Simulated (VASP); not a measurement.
SrO, 4 atoms in the cell. It takes space group P6_3/mmc (No. 194, hexagonal). The conventional cell has a = 3.481 Å, b = 3.481 Å, c = 6.090 Å, α = 90.00°, β = 90.00°, γ = 120.00°. Within 3.3 Å of Sr (site symmetry -6m2) lie 6 O at 2.52 Å. O (site symmetry -3m) has 6 Sr at 2.52 Å and 2 O at 3.05 Å within 3.3 Å. 

- Program: VASP 6.6.1
- Task: single point
- Functional: r2SCAN
- Potentials or basis: VASP PAW PBE potentials, release 64 (Sr_sv, O)
- Cutoff: 520 eV
- k mesh: 9 × 9 × 5
- Occupations: fermi-dirac, width 0.05 eV
- Spin: no spin polarisation
- Dipole correction: no
- Further INCAR settings: ALGO = Normal; EDIFF = 1e-07; NBANDS = 24

Potentials or basis: VASP PAW PBE potentials, release 64 (Sr_sv, O).

The run is started by

```bash
$ cat potpaw_PBE.64/Sr_sv/POTCAR potpaw_PBE.64/O/POTCAR > POTCAR
$ cp INCAR.step1 INCAR
$ mpirun -np 1 vasp_std > vasp.out
$ cp INCAR.step2 INCAR
$ mpirun -np 1 vasp_std > vasp.out
```

Hardware: 1 thread of Intel Xeon 8259CL (shared host).

**Question.** How long does it take, and how much memory?

**Answer.** It took 5.9 min on 1 thread of Intel Xeon 8259CL (shared host), peak memory 0.23 GiB. Counts: k points 36.
